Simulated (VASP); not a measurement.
Input of a VASP 6.6.1 run:

Contents of INCAR:

```
SYSTEM = CuO
ALGO = Normal
EDIFF = 1E-6
ENCUT = 520
GGA = PS
ISIF = 2
ISMEAR = 0
LASPH = .TRUE.
LCHARG = .TRUE.
LELF = .TRUE.
LREAL = .FALSE.
LVHAR = .TRUE.
LWAVE = .FALSE.
NBANDS = 25
NELM = 100
PREC = Accurate
SIGMA = 0.1
```

File KPOINTS:

```
k-points
0
G
  14 14 8
  0 0 0
```

POSCAR

```
CuO
1.0
    2.8795009639      0.0000000000      0.0000000000
    0.0390727580      2.8792794796      0.0000000000
    0.0174953863      0.0172449008      5.1763391994
Cu O
2 2
Direct
    0.5000000000      0.0000000000      0.5000000000
    0.0000000000      0.5000000000      0.0000000000
    0.0015760300      0.9983282200      0.2501129000
    0.9984239700      0.0016717800      0.7498871000
```

Potentials or basis: VASP PAW PBE potentials, release 64 (Cu, O).

Run with:

```sh
$ cat potpaw_PBE.64/Cu/POTCAR potpaw_PBE.64/O/POTCAR > POTCAR
$ mpirun -np 1 vasp_std > vasp.out
```

(1) What does it give for the pressure?

(2) Estimate the largest force.

Results:

(1) -1.3 GPa.

(2) 0.013 eV/Å.

Caveat: the PAW data sets were made with another functional, which shifts forces and pressure a little.
